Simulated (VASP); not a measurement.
TaF4: single point with PBE

TaF4:

```
CELL_PARAMETERS angstrom
3.91471 0.00000 0.00000
0.00000 3.91471 0.00000
0.00000 0.00000 3.91471
ATOMIC_POSITIONS crystal
Ta 0.00000 0.00000 0.00000
F 0.50000 0.50000 0.50000
F 0.00000 0.50000 0.50000
F 0.50000 0.00000 0.50000
F 0.50000 0.50000 0.00000
```

The cell was generated, and may not be a known phase.

```json
{
  "Program": "VASP 6.6.1",
  "Task": "single point",
  "Functional": "PBE",
  "Potentials or basis": "VASP PAW PBE potentials, release 64 (Ta_sv_GW, F)",
  "Cutoff": "700 eV",
  "k mesh": "3 × 3 × 3",
  "Occupations": "gaussian, width 0.15 eV",
  "Spin": "no spin polarisation",
  "Dipole correction": "no",
  "Further INCAR settings": "ALGO = Normal; EDIFF = 1e-06; NBANDS = 28"
}
```

The pressure is -1.4 GPa and the band gap on the k mesh is zero (an odd number of electrons rules out a gap without spin polarisation).

Levels at points of the mesh, in eV from the Fermi level:
| k point | band 18 | band 19 | band 20 | band 21 | band 22 | band 23 |
| --- | --- | --- | --- | --- | --- | --- |
| (0.00, 0.00, 0.00) | -1.28 | -1.28 | -1.25 | 0.08 | 0.08 | 0.08 |

Run time: 33 s on 1 thread of Intel(R) Xeon(R) Platinum 8259CL CPU @ 2.50GHz (Skylake/Cascade Lake) (shared host), peak memory 0.21 GiB.

Caveat: the k points lie up to 0.54 Å⁻¹ apart, too coarse for converged energies and pressures of a metal; spin-orbit coupling is left out, which moves the levels of the heavy elements; an odd number of electrons without spin polarisation forces a metal; a magnetic or distorted state may lie lower.
